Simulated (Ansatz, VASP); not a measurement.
## One calculation of Si2Ni, two programs

File INCAR:

```
SYSTEM = Si2Ni
  PREC = Accurate
  ENCUT = 520
  EDIFF = 1E-6
  ISMEAR = 0
  SIGMA = 0.1
  LREAL = .FALSE.
  LASPH = .TRUE.
  NELM = 80
  ALGO = Normal
  ISIF = 2
  LWAVE = .FALSE.
  LCHARG = .FALSE.
  GGA = PS
  NBANDS = 16
```

Contents of KPOINTS:

```
regular mesh
0
G
  14 14 14
  0 0 0
```

Contents of POSCAR:

```
Si2Ni
1.0
    0.0000000000      2.7485407010      2.7485407010
    2.7485407010      0.0000000000      2.7485407010
    2.7485407010      2.7485407010      0.0000000000
Si Ni
2 1
Direct
    0.2500000000      0.2500000000      0.2500000000
    0.7500000000      0.7500000000      0.7500000000
    0.0000000000      0.0000000000      0.0000000000
```

Input for Ansatz:

```yaml
crystal:
  lattice:
    - [0.0, 2.748540701, 2.748540701]
    - [2.748540701, 0.0, 2.748540701]
    - [2.748540701, 2.748540701, 0.0]
  atoms:
    - { symbol: Si, position: [0.25, 0.25, 0.25] }
    - { symbol: Si, position: [0.75, 0.75, 0.75] }
    - { symbol: Ni, position: [0.0, 0.0, 0.0] }
basis:
  ecutwfc: 420
kpoints:
  mp_grid: { grid: [14, 14, 14] }
hamiltonian:
  xc: pbesol
scf:
  occupations: { method: gaussian, width: 0.1 }
output:
  forces: true
  stress: true
  eigenvalues: true
  write_density: true
  write_potential: true
  elf: true
  volumetric_format: npy
```

Alike in both runs: task single point; functional PBEsol; k mesh 14 × 14 × 14; occupations gaussian, width 0.1 eV; no spin polarisation.

|  | VASP | Ansatz |
| --- | --- | --- |
| version | VASP 6.6.1 | Ansatz 0.2.0 |
| potentials or method | VASP PAW PBE potentials, release 64 (Si, Ni), cutoff 520 eV | scalar-relativistic, plane waves, PAW |
| valence electrons in the cell | 18 | 26 |

|  | VASP | Ansatz | Ansatz less VASP |
| --- | --- | --- | --- |
| gap on the k mesh at the Fermi level (eV) | none | none | - |
| pressure (GPa) | -8.1 | -8.2 | -0.06 |

VASP's potentials were made for PBE, not for PBEsol. A gap of «none» marks a metal or a gap that the smearing closes. VASP's potentials hold 18 valence electrons a cell and Ansatz's 26, so a difference there can come from the potentials and not from the codes.
